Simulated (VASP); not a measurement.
Cd5O2: single point with PBE

Cd5O2:

```
Cd O
1.0
     3.39535    0.00913    0.00119
    -1.68982    2.90694    0.00636
     0.01007    0.03016   12.56753
Cd O
5 2
Direct
  0.00037 0.00111 0.00006
  0.33246 0.66389 0.22200
  0.66794 0.33765 0.77789
  0.67011 0.33422 0.40833
  0.32815 0.66075 0.59165
  0.33293 0.66924 0.89009
  0.66803 0.33314 0.10999
```

* Program: VASP 6.6.1
* Task: single point
* Functional: PBE
* Potentials or basis: VASP PAW PBE potentials, release 64 (Cd, O)
* Cutoff: 520 eV
* k mesh: 6 × 6 × 2
* Occupations: gaussian, width 0.2 eV
* Spin: no spin polarisation

The pressure is 0.6 GPa, the largest force is 0.050 eV/Å and the band gap on the k mesh is zero (bands 36 and 37 overlap by 1.29 eV).

Forces in eV/Å, atoms in the order of the input:
```
Cd   0.001  0.000 -0.010
Cd  -0.001 -0.003  0.050
Cd   0.003  0.000 -0.036
Cd  -0.005 -0.001 -0.002
Cd   0.004  0.005  0.000
O    0.007  0.006 -0.001
O   -0.009 -0.006 -0.001
```

Stress tensor (GPa, compression positive):
```
 0.53 -0.03 -0.03
-0.03  0.61  0.03
-0.03  0.03  0.76
```

Levels at points of the mesh, in eV from the Fermi level:
```tsv
k point	band 34	band 35	band 36	band 37	band 38	band 39
(0.00, 0.00, 0.00)	-2.42	-1.88	-1.84	0.19	0.50	4.26
(0.50, 0.00, 0.00)	-2.22	-2.08	-0.79	-0.39	1.17	2.08
(0.00, 0.50, 0.00)	-2.13	-2.12	-0.75	-0.29	1.22	2.21
(0.50, 0.50, 0.00)	-2.19	-2.11	-0.75	-0.35	1.18	2.12
(0.00, 0.00, 0.50)	-1.95	-1.88	-1.84	-1.18	1.76	3.06
(0.50, 0.00, 0.50)	-2.27	-2.08	-0.93	-0.06	0.99	1.85
(0.00, 0.50, 0.50)	-2.18	-2.13	-0.89	0.07	1.01	1.92
(0.50, 0.50, 0.50)	-2.23	-2.11	-0.90	-0.02	1.01	1.89
```

Wall time 2.1 min on 1 thread of Intel(R) Xeon(R) 6975P-C (Granite Rapids) (shared host), peak memory 0.35 GiB.
